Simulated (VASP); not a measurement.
Runs of VASP 6.6.1 on BaZrO3. The structure is that of space group Pm-3m (No. 221), or close to it. The cells are those of the table. 

```csv
task,level,potentials or basis,U,cell,k mesh,cutoff (eV),grid for exact exchange (PRECFOCK),share of exact exchange,screening parameter,gap on the mesh (eV),pressure (GPa),relaxed volume (Å³/atom)
single point,BLYP+D3(BJ),"VASP PAW PBE potentials, release 64 (Ba_sv, Zr_sv, O_h)",-,"a = 4.214 Å, 5 atoms",6 × 6 × 6,1340,-,-,-,3.24,1.1,-
relaxation of cell and atoms,PBEsol+U,"VASP PAW PBE potentials, release 64 (Ba_sv, Zr_sv, O)",Zr d U = 6.0 eV,"relaxed from a = 4.191 Å, 5 atoms",6 × 6 × 6,600,-,-,-,(b),0.0,15.28
relaxation of cell and atoms,PBEsol+U,"VASP PAW PBE potentials, release 64 (Ba_sv, Zr_sv, O)",Zr d U = 8.0 eV,"relaxed from a = 4.191 Å, 5 atoms",6 × 6 × 6,600,-,-,-,4.12,-0.1,15.48
single point,LDA,"VASP PAW LDA potentials, release 64 (Ba_sv, Zr_sv, O_h)",-,"a = 4.191 Å, 5 atoms",6 × 6 × 6,1340,-,-,-,3.08,(a),-
single point,PBEsol+U,"VASP PAW PBE potentials, release 64 (Ba_sv, Zr_sv, O_h)",Zr d U = 8.0 eV,"a = 4.220 Å, 5 atoms",6 × 6 × 6,1340,-,-,-,4.19,(c),-
single point,PBEsol,"VASP PAW PBE potentials, release 64 (Ba_sv, Zr_sv, O_h)",-,"a = 4.164 Å, 5 atoms",6 × 6 × 6,1340,-,-,-,3.15,3.1,-
single point,HSE06,"VASP PAW PBE potentials, release 64 (Ba_sv, Zr_sv, O)",-,"a = 4.191 Å, 5 atoms",4 × 4 × 4,520,Fast,0.25,0.2079 1/Å,4.67,1.2,-
single point,PBE,"VASP PAW PBE potentials, release 64 (Ba_sv, Zr_sv, O_h)",-,"a = 4.227 Å, 5 atoms",6 × 6 × 6,910,-,-,-,3.14,0.7,-
```

Alike in all rows: no spin polarisation; smearing fermi-dirac 0.05 eV.

Fill in the values left out.

(a) -4.0; (b) 3.87; (c) 4.6.

Caveats: spin-orbit coupling is left out, which moves the levels of the heavy elements; the PAW data sets were made with another functional, which shifts forces and pressure a little (at least some runs); the cell stands under pressure (at least some runs); the cell stands under tension (at least some runs).

A k mesh can miss the band edges, and the runs leave out spin-orbit coupling on Ba, Zr.
